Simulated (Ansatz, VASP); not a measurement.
**Two plane-wave programs on PdBr**

The input INCAR:

```
  ALGO = Normal
  EDIFF = 1E-7
  ENCUT = 520
  GGA = PE
  ISIF = 2
  ISMEAR = -1
  LASPH = True
  LCHARG = False
  LREAL = False
  LWAVE = False
  NBANDS = 16
  NELM = 80
  PREC = Accurate
  SIGMA = 0.1
```

The input KPOINTS:

```
k-points
0
Gamma
  13 13 13
```

File POSCAR:

```
PdBr
1.0
    0.0000000000      2.6516276447      2.6516276447
    2.6516276447      0.0000000000      2.6516276447
    2.6516276447      2.6516276447      0.0000000000
Pd Br
1 1
Direct
    0.0000000000      0.0000000000      0.0000000000
    0.5000000000      0.5000000000      0.5000000000
```

Input for Ansatz:

```yaml
crystal:
  lattice:
    - [0.0, 2.6516276447, 2.6516276447]
    - [2.6516276447, 0.0, 2.6516276447]
    - [2.6516276447, 2.6516276447, 0.0]
  atoms:
    - { symbol: Pd, position: [0.0, 0.0, 0.0] }
    - { symbol: Br, position: [0.5, 0.5, 0.5] }
kpoints:
  mp_grid: { grid: [13, 13, 13] }
scf:
  occupations: { method: fermi_dirac, width: 0.1 }
hamiltonian:
  xc: pbe
  pseudopotentials: { kind: paw }
output:
  forces: true
  stress: true
  eigenvalues: true
  populations: true
```

Change from the starting cell: volume scaled by 0.9, PAW files.

Alike in both runs: task single point; functional PBE; k mesh 13 × 13 × 13; occupations fermi-dirac, width 0.1 eV; no spin polarisation.

|  | VASP | Ansatz |
| --- | --- | --- |
| version | VASP 6.6.1 | Ansatz 0.2.0 |
| potentials or method | VASP PAW PBE potentials, release 64 (Pd, Br) | PAW with Ansatz's default frozen-core files, scalar-relativistic |
| plane-wave cutoff (eV) | 520 | 420 |
| valence electrons in the cell | 17 | 25 |

|  | VASP | Ansatz | Ansatz less VASP |
| --- | --- | --- | --- |
| pressure (GPa) | 9.3 | 9.3 | -0.02 |

VASP's potentials hold 17 valence electrons a cell and Ansatz's 25, so a difference there can come from the potentials and not from the codes.
